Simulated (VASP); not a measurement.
Input of a VASP 6.6.1 run:

Contents of INCAR:

```
SYSTEM = AlN
PREC     = Accurate       ! precision mode
ENCUT    = 520            ! plane-wave cutoff, eV
EDIFF    = 1E-8           ! SCF threshold, eV
ISMEAR   = 0              ! smearing method
SIGMA    = 0.01           ! smearing width, eV
LREAL    = .False.        ! projectors in reciprocal space
LASPH    = .True.         ! aspherical terms in the spheres
NELM     = 60             ! most SCF steps
ALGO     = Normal         ! electronic algorithm
ISIF     = 2              ! what is computed and relaxed
LWAVE    = .False.        ! write WAVECAR
LCHARG   = .True.         ! write CHGCAR
NBANDS   = 11             ! bands
IBRION   = 8              ! ionic algorithm
NSW      = 1              ! ionic steps
LEPSILON = .True.         ! dielectric tensor by DFPT
```

KPOINTS

```
regular mesh
0
Gamma
  6 6 6
  0 0 0
```

File POSCAR:

```
AlN
1.0
    0.0000000000      2.1710000000      2.1710000000
    2.1710000000      0.0000000000      2.1710000000
    2.1710000000      2.1710000000      0.0000000000
Al N
1 1
Direct
    0.0000000000      0.0000000000      0.0000000000
    0.2500000000      0.2500000000      0.2500000000
```

Potentials or basis: VASP PAW LDA potentials, release 64 (Al, N).

The run is started by

```sh
$ cat potpaw_LDA.64/Al/POTCAR potpaw_LDA.64/N/POTCAR > POTCAR
$ mpirun -np 1 vasp_std > vasp.out
```

(1) Estimate the electronic dielectric tensor (diagonal).

(2) Predict the Born charges (mean of the diagonal).

(3) Predict the highest phonon frequency at Γ, LO-TO splitting left out.

## Answers

(1) 4.64.

(2) Al +2.54; N -2.54 e.

(3) 671 cm⁻¹.

Caveat: the k points lie up to 0.42 Å⁻¹ apart.
